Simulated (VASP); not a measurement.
A run of VASP 6.6.1 is set up as follows.

The input INCAR:

```
SYSTEM = Sc3InB
PREC = Accurate
ENCUT = 520
EDIFF = 1E-7
ISMEAR = -1
SIGMA = 0.1
LREAL = .FALSE.
LASPH = .TRUE.
NELM = 60
ALGO = Normal
ISIF = 2
LWAVE = .FALSE.
LCHARG = .TRUE.
GGA = PS
LELF = .TRUE.
LVHAR = .TRUE.
NBANDS = 32
```

Contents of KPOINTS:

```
regular mesh
0
G
  6 6 6
  0 0 0
```

The input POSCAR:

```
Sc3InB
1.0
    4.5600000000      0.0000000000      0.0000000000
    0.0000000000      4.5600000000      0.0000000000
    0.0000000000      0.0000000000      4.5600000000
Sc In B
3 1 1
Direct
    0.0000000000      0.5000000000      0.5000000000
    0.5000000000      0.0000000000      0.5000000000
    0.5000000000      0.5000000000      0.0000000000
    0.0000000000      0.0000000000      0.0000000000
    0.5000000000      0.5000000000      0.5000000000
```

Potentials or basis: VASP PAW PBE potentials, release 64 (Sc_sv, In_d, B).

The run is started by

```bash
$ cat potpaw_PBE.64/Sc_sv/POTCAR potpaw_PBE.64/In_d/POTCAR potpaw_PBE.64/B/POTCAR > POTCAR
$ mpirun -np 1 vasp_std > vasp.out
```

Task: Predict the pressure.

Result: 4.7 GPa.

Caveat: the PAW data sets were made with another functional, which shifts forces and pressure a little.
